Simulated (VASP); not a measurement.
ZnCu:

```
CELL_PARAMETERS angstrom
2.94500 0.00000 0.00000
0.00000 2.94500 0.00000
0.00000 0.00000 2.94500
ATOMIC_POSITIONS crystal
Zn 0.50000 0.50000 0.50000
Cu 0.00000 0.00000 0.00000
```

- Program: VASP 6.6.1
- Task: relaxation of cell and atoms
- Functional: PBEsol
- Potentials or basis: VASP PAW PBE potentials, release 64 (Zn, Cu)
- Cutoff: 600 eV
- k mesh: 11 × 11 × 11
- Occupations: fermi-dirac, width 0.1 eV
- Spin: no spin polarisation

At the start: pressure -4.2 GPa; volume 12.77 Å³/atom.

Q: How do energy, volume and symmetry change on relaxing?

A: Over 3 steps the energy falls by 5.5 meV/atom and the volume is 12.36 Å³/atom (-3.2 %); space group Pm-3m (No. 221, to 0.1 Å) before and after.

Step by step:
| step | energy change (eV) | largest force (eV/Å) | pressure (GPa) | volume (Å³) |
| --- | --- | --- | --- | --- |
| 1 | 0.0000 | 0.0000 | -4.20 | 25.54 |
| 2 | -0.0085 | 0.0000 | 2.25 | 24.32 |
| 3 | -0.0111 | 0.0000 | 0.02 | 24.71 |

Final structure:
```cif
data_structure
_symmetry_space_group_name_H-M 'P 1'
_symmetry_Int_Tables_number 1
_cell_length_a 2.9128
_cell_length_b 2.9128
_cell_length_c 2.9128
_cell_angle_alpha 90.000
_cell_angle_beta 90.000
_cell_angle_gamma 90.000
_cell_volume 24.71
loop_
_atom_site_label
_atom_site_type_symbol
_atom_site_fract_x
_atom_site_fract_y
_atom_site_fract_z
_atom_site_occupancy
Zn1 Zn 0.50000 0.50000 0.50000 1
Cu1 Cu 0.00000 0.00000 0.00000 1
```

Caveat: the PAW data sets were made with another functional, which shifts forces and pressure a little.
